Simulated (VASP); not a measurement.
# CdO (Fm-3m) in VASP: notebook

CdO is run at these levels: PBE; tasks: electric field gradients.

All numbers are computed with VASP 6.6.1; they aren't measurements. Logs are shortened: lines on timing, memory, paths and dates and some standing lists are left out, and cuts for length are marked.

**1. The cell of the first run**

Symmetry: Fm-3m, No. 225, cubic system. Conventional cell: a = 4.617 Å, b = 4.617 Å, c = 4.617 Å, α = 90.00°, β = 90.00°, γ = 90.00°. Within 3.1 Å of Cd (site symmetry m-3m) lie 6 O at 2.31 Å. Within 3.1 Å of O (site symmetry m-3m) lie 6 Cd at 2.31 Å.

**2. Electric field gradients, PBE (12.30 Å³/atom)**

The input, INCAR:

```
SYSTEM = CdO
  PREC = Accurate
  ENCUT = 520
  EDIFF = 1E-8
  ISMEAR = -1
  SIGMA = 0.02
  LREAL = .False.
  LASPH = .True.
  NELM = 120
  ALGO = Normal
  ISIF = 2
  LWAVE = .False.
  LCHARG = .False.
  GGA = PE
  LEFG = .True.
  NBANDS = 16
  GGA_COMPAT = .False.
```

The input, KPOINTS:

```
Automatic mesh
0
Gamma
  11 11 11
  0 0 0
```

The input, POSCAR:

```
CdO
1.0
    0.0000000000      2.3083431574      2.3083431574
    2.3083431574      0.0000000000      2.3083431574
    2.3083431574      2.3083431574      0.0000000000
Cd O
1 1
Direct
    0.0000000000      0.0000000000      0.0000000000
    0.5000000000      0.5000000000      0.5000000000
```

Potentials or basis: VASP PAW PBE potentials, release 64 (Cd, O).

On the command line:

```bash
$ cat potpaw_PBE.64/Cd/POTCAR potpaw_PBE.64/O/POTCAR > POTCAR
$ mpirun -np 1 vasp_std > vasp.out
```

OUTCAR:

```text
SYSTEM = CdO
   PREC = Accurate
   ENCUT = 520
   EDIFF = 1E-8
   ISMEAR = -1
   LREAL = .False.
   LASPH = .True.
   NELM = 120
   ISIF = 2
   GGA = PE

 ion  position               nearest neighbor table
   1  0.000  0.000  0.000-   2 2.31   2 2.31   2 2.31   2 2.31   2 2.31   2 2.31
   2  0.500  0.500  0.500-   1 2.31   1 2.31   1 2.31   1 2.31   1 2.31   1 2.31

  LATTYP: Found a face centered cubic cell.
 ALAT       =     4.6166863148

  Lattice vectors:

 A1 = (   0.0000000000,   2.3083431574,   2.3083431574)
 A2 = (   2.3083431574,   0.0000000000,   2.3083431574)
 A3 = (   2.3083431574,   2.3083431574,   0.0000000000)

Analysis of symmetry for initial positions (statically):
=====================================================================
 Subroutine PRICEL returns:
 Original cell was already a primitive cell.

 Routine SETGRP: Setting up the symmetry group for a
 face centered cubic supercell.

 Subroutine GETGRP returns: Found 48 space group operations
 (whereof 48 operations were pure point group operations)
 out of a pool of 48 trial point group operations.

The static configuration has the point symmetry O_h .

Analysis of symmetry for dynamics (positions and initial velocities):
=====================================================================
 Subroutine PRICEL returns:
 Original cell was already a primitive cell.

 Routine SETGRP: Setting up the symmetry group for a
 face centered cubic supercell.

 Subroutine GETGRP returns: Found 48 space group operations
 (whereof 48 operations were pure point group operations)
 out of a pool of 48 trial point group operations.

The dynamic configuration has the point symmetry O_h .

 Subroutine INISYM returns: Found 48 space group operations
 (whereof 48 operations are pure point group operations),
 and found     1 'primitive' translations

----------------------------------------------------------------------------------------

                                     Primitive cell

  volume of cell :      24.5998

  direct lattice vectors                    reciprocal lattice vectors
     0.000000000  2.308343157  2.308343157    -0.216605576  0.216605576  0.216605576
     2.308343157  0.000000000  2.308343157     0.216605576 -0.216605576  0.216605576
     2.308343157  2.308343157  0.000000000     0.216605576  0.216605576 -0.216605576

  length of vectors
     3.264490200  3.264490200  3.264490200     0.375171863  0.375171863  0.375171863

  position of ions in fractional coordinates (direct lattice)
     0.000000000  0.000000000  0.000000000
     0.500000000  0.500000000  0.500000000

  ion indices of the primitive-cell ions
   primitive index   ion index
                 1           1
                 2           2

----------------------------------------------------------------------------------------

 KPOINTS: Automatic mesh

Automatic generation of k-mesh.
 Grid dimensions read from file:
 generate k-points for:   11   11   11

 Generating k-lattice:

  Cartesian coordinates                     Fractional coordinates (reciprocal lattice)
    -0.019691416  0.019691416  0.019691416     0.090909091  0.000000000  0.000000000
     0.019691416 -0.019691416  0.019691416     0.000000000  0.090909091  0.000000000
     0.019691416  0.019691416 -0.019691416     0.000000000  0.000000000  0.090909091

  Length of vectors
     0.034106533  0.034106533  0.034106533

  Shift w.r.t. Gamma in fractional coordinates (k-lattice)
     0.000000000  0.000000000  0.000000000

 Subroutine IBZKPT returns following result:
 ===========================================

 Found     56 irreducible k-points:

 Following reciprocal coordinates:
            Coordinates               Weight
  0.000000  0.000000  0.000000      1.000000
  0.090909  0.000000  0.000000      8.000000
  0.181818  0.000000  0.000000      8.000000
  0.272727  0.000000  0.000000      8.000000
  0.363636  0.000000  0.000000      8.000000
  0.454545  0.000000  0.000000      8.000000
[... 16 lines left out ...]
 -0.272727  0.181818  0.000000     24.000000
 -0.181818  0.181818  0.000000     12.000000
 [... further k-points ...]
   k-points           NKPTS =     56   k-points in BZ     NKDIM =     56   number of bands    NBANDS=     16
   number of dos      NEDOS =    301   number of ions     NIONS =      2
   total plane-waves  NPLWV =  13824
   dimension x,y,z NGX =    24 NGY =   24 NGZ =   24
   dimension x,y,z NGXF=    48 NGYF=   48 NGZF=   48
   ions per type =               1   1
   NGX,Y,Z   is equivalent  to a cutoff of  12.22, 12.22, 12.22 a.u.
   NGXF,Y,Z  is equivalent  to a cutoff of  24.44, 24.44, 24.44 a.u.
 SYSTEM =  CdO
   PREC   = accura    normal or accurate (medium, high low for compatibility)
   ISTART =      0    job   : 0-new  1-cont  2-samecut
   ICHARG =      2    charge: 1-file 2-atom 10-const
   ISPIN  =      1    spin polarized calculation?
   LNONCOLLINEAR =      F non collinear calculations
   LSORBIT =      F    spin-orbit coupling
   LASPH  =      T    aspherical Exc in radial PAW
   ENCUT  =  520.0 eV  38.22 Ry    6.18 a.u.   6.07  6.07  6.07*2*pi/ulx,y,z
   NELM   =    120;   NELMIN=  2; NELMDL= -5     # of ELM steps
   EDIFF  = 0.1E-07   stopping-criterion for ELM
   LREAL  =      F    real-space projection
   EDIFFG = 0.1E-06   stopping-criterion for IOM
   NSW    =      0    number of steps for IOM
   IBRION =     -1    ionic relax: 0-MD 1-quasi-New 2-CG
   NFREE  =      0    steps in history (QN), initial steepest desc. (CG)
   ISIF   =      2    stress and relaxation
   ISYM   =      2    0-nonsym 1-usesym 2-fastsym
   POTIM  = 0.5000    time-step for ionic-motion
   TEBEG  =    0.0;   TEEND  =   0.0 temperature during run
   PSTRESS=    0.0 pullay stress
   NELECT =      18.0000    total number of electrons
   NUPDOWN=      -1.0000    fix difference up-down
   EMIN   =  10.00;   EMAX   =-10.00  energy-range for DOS
   EFERMI =   0.00;   METHOD = LEGACY
   ISMEAR =    -1;   SIGMA  =   0.02  broadening in eV -4-tet -1-fermi 0-gaus
   EFERMI_NEDOS =   21; number of points for ismear=-14 and -15
   IALGO  =     38    algorithm
   IMIX   =      4    mixing-type and parameters
     AMIX     =   0.40;   BMIX     =  1.00
     AMIX_MAG =   1.60;   BMIX_MAG =  1.00
  volume/ion in A,a.u.               =      12.30        83.00
  Fermi-wavevector in a.u.,A,eV,Ry     =   1.475215  2.787752 29.609802  2.176259
  Thomas-Fermi vector in A             =   2.589891
   LORBIT       =      0    0 simple, 1 ext, 2 COOP (PROOUT), +10 PAW based schemes
   GGA     = PE    functional components
   LHFCALC =     F    Hartree Fock is set to
   AEXX    =    0.0000 exact exchange contribution
   IVDW    =     0    specifies the selected vdW correction
   LEPSILON=     F    determine dielectric tensor
   LRPA    =     F    only Hartree local field effects (RPA)
 non-spin polarized calculation
  energy-cutoff  :      520.00
  volume of cell :       24.60
 maximum number of plane-waves:       673
   NGX = 13   NGY = 13   NGZ = 13

 number of electron      18.0000009 magnetization

 Free energy of the ion-electron system (eV)
  ---------------------------------------------------
  ext. energy  EPLUGINS =         0.00000000
  ---------------------------------------------------
  free energy    TOTEN  =        -7.59320238 eV

  energy without entropy =       -7.59305296  energy(sigma->0) =       -7.59312767

 E-fermi :   2.6065     XC(G=0): -12.0010

 val. band max:        2.5386767602   @ k =   0.4545   0.0000   0.0000
 cond. band min:       3.1180555240   @ k =   0.0909   0.0000   0.0000
 fundamental gap:      0.5793787638
 Fermi energy:         2.6064557485

 k-point     1 :       0.0000    0.0000    0.0000
  band No.  band energies     occupation
      1     -15.2190      2.00000
      2      -4.2561      2.00000
      3      -4.2561      2.00000
      4      -4.2561      2.00000
      5      -3.9124      2.00000
      6      -3.9124      2.00000
[... 8 lines left out ...]
     15      21.5236      0.00000
     16      21.5236      0.00000
[... 419 lines left out ...]
 k-point    24 :      -0.1818    0.1818    0.0000
  band No.  band energies     occupation
      1     -14.6805      2.00000
      2      -4.7649      2.00000
      3      -4.6519      2.00000
      4      -4.4924      2.00000
      5      -4.0067      2.00000
      6      -3.6681      2.00000
[... 8 lines left out ...]
     15      22.1025      0.00000
     16      24.0410      0.00000

 [... further k-points ...]

------------------------ aborting loop because EDIFF is reached ----------------------------------------

  FORCE on cell =-STRESS in cart. coord.  units (eV):
  Direction    XX          YY          ZZ          XY          YZ          ZX
  --------------------------------------------------------------------------------------
  -------------------------------------------------------------------------------------
  Total        2.6517387      2.6517387      2.6517387      0.0000000      0.0000000      0.0000000
  in kB      172.7071063    172.7071063    172.7071063      0.0000000      0.0000000      0.0000000
  external PRESSURE =     172.7071063 kB  Pullay stress =       0.0000000 kB

 VOLUME and BASIS-vectors are now :
 -----------------------------------------------------------------------------
  energy-cutoff  :      520.00
  volume of cell :       24.60
      direct lattice vectors                 reciprocal lattice vectors
     0.000000000  2.308343157  2.308343157    -0.216605576  0.216605576  0.216605576
     2.308343157  0.000000000  2.308343157     0.216605576 -0.216605576  0.216605576
     2.308343157  2.308343157  0.000000000     0.216605576  0.216605576 -0.216605576

 POSITION                                       TOTAL-FORCE (eV/Angst)
 -----------------------------------------------------------------------------------
      0.00000      0.00000      0.00000        -0.000000     -0.000000     -0.000000
      2.30834      2.30834      2.30834         0.000000      0.000000      0.000000
 -----------------------------------------------------------------------------------
    total drift:                                0.000000     -0.000000     -0.000000

  FREE ENERGIE OF THE ION-ELECTRON SYSTEM (eV)
  ---------------------------------------------------
  free  energy   TOTEN  =        -7.5932023802 eV

  energy  without entropy=       -7.5930529552  energy(sigma->0) =       -7.59312767

 Electric field gradients (V/A^2)
---------------------------------------------------------------------
 ion       V_xx      V_yy      V_zz      V_xy      V_xz      V_yz
---------------------------------------------------------------------
   1      -0.000     0.000    -0.000    -0.002    -0.002    -0.002
   2      -0.000     0.000    -0.000     0.003     0.003     0.003
---------------------------------------------------------------------

 Electric field gradients after diagonalization (V/A^2)
 (convention: |V_zz| > |V_xx| > |V_yy|)
----------------------------------------------------------------------
 ion       V_xx      V_yy      V_zz     asymmetry (V_yy - V_xx)/ V_zz
----------------------------------------------------------------------
   1       0.002     0.002    -0.003       0.000
   2      -0.003    -0.003     0.007       0.000
----------------------------------------------------------------------

           NMR quadrupolar parameters

 Cq : quadrupolar parameter    Cq=e*Q*V_zz/h
 eta: asymmetry parameters     (V_yy - V_xx)/ V_zz
 Q  : nuclear electric quadrupole moment in mb (millibarn)
----------------------------------------------------------------------
 ion       Cq(MHz)       eta       Q (mb)
----------------------------------------------------------------------
   1      -0.000       0.000       1.000
   2       0.000       0.000       1.000
----------------------------------------------------------------------
```

Run time: 14 s. Hardware: 1 thread of Intel Xeon Platinum 8375C at 2.90GHz (Ice Lake), shared host; peak memory 0.15 GiB.

Results:

- Free energy: -7.5932 eV
- Pressure: 17.3 GPa
- Band gap on the k mesh: zero (bands 9 and 10 overlap by 0.30 eV)
- Largest electric field gradient by atom: zero within the noise of the run

Levels at points of the mesh, in eV from the Fermi level:
```tsv
k point	band 7	band 8	band 9	band 10	band 11	band 12
(0.00, 0.00, 0.00)	-1.58	-1.58	-1.58	-0.36	15.01	17.36
```

Caveat: the cell stands under pressure; semilocal functionals underestimate gaps, so a narrow gap can read as zero.

[end of part 1 of 2]
